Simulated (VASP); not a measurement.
A run of VASP 6.6.1:

File INCAR:

```
SYSTEM = Co
ALGO = Normal
EDIFF = 1E-6
ENCUT = 520
GGA = PE
ISIF = 2
ISMEAR = 0
ISPIN = 2
LASPH = .TRUE.
LCHARG = .TRUE.
LELF = .TRUE.
LMAXMIX = 4
LORBIT = 11
LREAL = .FALSE.
LVHAR = .TRUE.
LWAVE = .FALSE.
MAGMOM = 0.55 0.55
NBANDS = 20
NELM = 150
NUPDOWN = 1.1
PREC = Accurate
SIGMA = 0.15
```

The input KPOINTS:

```
k-points
0
G
  24 24 12
  0 0 0
```

POSCAR

```
Co
1.0
    2.4932834166      0.0000000000      0.0000000000
   -1.2466417083      2.1592467776      0.0000000000
    0.0000000000      0.0000000000      4.0323930238
Co
2
Direct
    0.6666666667      0.3333333333      0.2500000000
    0.3333333333      0.6666666667      0.7500000000
```

Potentials or basis: VASP PAW PBE potentials, release 64 (Co).

The run is started by

```bash
$ cat potpaw_PBE.64/Co/POTCAR > POTCAR
$ mpirun -np 1 vasp_std > vasp.out
```

Hardware: 1 thread of AMD EPYC 7R13 Processor (Zen 3), with other jobs on the host.

How long does it take, and how much memory?

Run time: 4.1 min on 1 thread of AMD EPYC 7R13 Processor (Zen 3), with other jobs on the host, peak memory 0.32 GiB. Counts: scf iterations 12, k points 427.
